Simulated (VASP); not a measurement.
Wanted: the native input for a VASP 6.6.1 run.

| Property | Result |
| --- | --- |
| Task | single point |
| Functional | PBE |
| Potentials or basis | VASP PAW PBE potentials, release 64 (Te, Mo_sv) |
| Cutoff | 520 eV |
| k mesh | 14 × 14 × 3 |
| Occupations | fermi-dirac, width 0.02 eV |
| Spin | no spin polarisation |
| Dipole correction | no |
| Further INCAR settings | ALGO = Normal; EDIFF = 1e-07; NBANDS = 35 |

The structure of Te2Mo lies in POSCAR:

```
Te2Mo
1.0
    3.5182000000      0.0000000000      0.0000000000
   -1.7591000000      3.0468505756      0.0000000000
    0.0000000000      0.0000000000     13.6941280000
Te Mo
4 2
Direct
    0.3333333333      0.6666666667      0.6178105779
    0.6666666667      0.3333333333      0.1178105779
    0.3333333333      0.6666666667      0.8821894221
    0.6666666667      0.3333333333      0.3821894221
    0.3333333333      0.6666666667      0.2500000000
    0.6666666667      0.3333333333      0.7500000000
```

This cell differs from its parent crystal: z stretched by -2 %, then relaxed in part.

The input as run:

INCAR

```
PREC = Accurate
ENCUT = 520
EDIFF = 1E-7
ISMEAR = -1
SIGMA = 0.02
LREAL = False
LASPH = True
NELM = 80
ALGO = Normal
ISIF = 2
LWAVE = False
LCHARG = False
GGA = PE
NBANDS = 35
```

KPOINTS

```
regular mesh
0
Gamma
  14 14 3
```

Potentials or basis: VASP PAW PBE potentials, release 64 (Te, Mo_sv).

Command:

```bash
$ cat potpaw_PBE.64/Te/POTCAR potpaw_PBE.64/Mo_sv/POTCAR > POTCAR
$ mpirun -np 1 vasp_std > vasp.out
```

It gave:

```json
{"Pressure": "2.9 GPa", "Largest force": "0.012 eV/Å", "Band gap on the k mesh": "0.62 eV (least direct gap 1.08 eV)"}
```

Caveat: the cell differs from its parent crystal (z stretched by -2 %, then relaxed in part); spin-orbit coupling is left out, which moves the levels of the heavy elements; an odd mesh through Γ misses points on the zone boundary, where band edges can lie; this functional lacks dispersion, which binds the layers, so the pressure and a relaxed spacing across them are unreliable.

It took 2.3 min on 1 thread of Intel(R) Xeon(R) 6975P-C (Granite Rapids), on a shared host, peak memory 0.39 GiB.
